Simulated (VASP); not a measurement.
Here is a VASP 6.6.1 calculation.

File INCAR:

```
SYSTEM = Na
PREC = Accurate
ENCUT = 600
EDIFF = 1E-6
ISMEAR = 1
SIGMA = 0.05
LREAL = .FALSE.
LASPH = .TRUE.
NELM = 60
ALGO = Normal
ISIF = 3
LWAVE = .FALSE.
LCHARG = .FALSE.
GGA = CA
IBRION = 2
NSW = 80
EDIFFG = -0.02
```

Contents of KPOINTS:

```
Automatic mesh
0
G
  13 13 7
  0 0 0
```

File POSCAR:

```
Na
1.0
    3.8100000000      0.0000000000      0.0000000000
   -1.9050000000      3.2995567884      0.0000000000
    0.0000000000      0.0000000000      6.2217300000
Na
2
Direct
    0.3333333333      0.6666666667      0.2500000000
    0.6666666667      0.3333333333      0.7500000000
```

Potentials or basis: VASP PAW LDA potentials, release 64 (Na_pv).

Command:

```bash
$ cat potpaw_LDA.64/Na_pv/POTCAR > POTCAR
$ mpirun -np 1 vasp_std > vasp.out
```

Question: Predict the relaxed volume.

Answer: 33.20 Å³/atom.

Question: Predict the relaxed cell.

Answer: a = 3.599 Å, b = 3.599 Å, c = 5.919 Å, α = 90.00°, β = 90.00°, γ = 120.00°.

Question: Estimate the band gap on the k mesh.

Answer: Zero (bands 7 and 8 overlap by 3.63 eV).

Question: Predict the space group after relaxing (to 0.1 Å).

Answer: P6_3/mmc (No. 194).

Stress tensor (GPa, compression positive):
```
-0.04  0.00  0.00
 0.00 -0.04  0.00
 0.00  0.00  0.06
```

Caveat: the volume moved by over 15 % at a fixed basis, so the end points are rough.
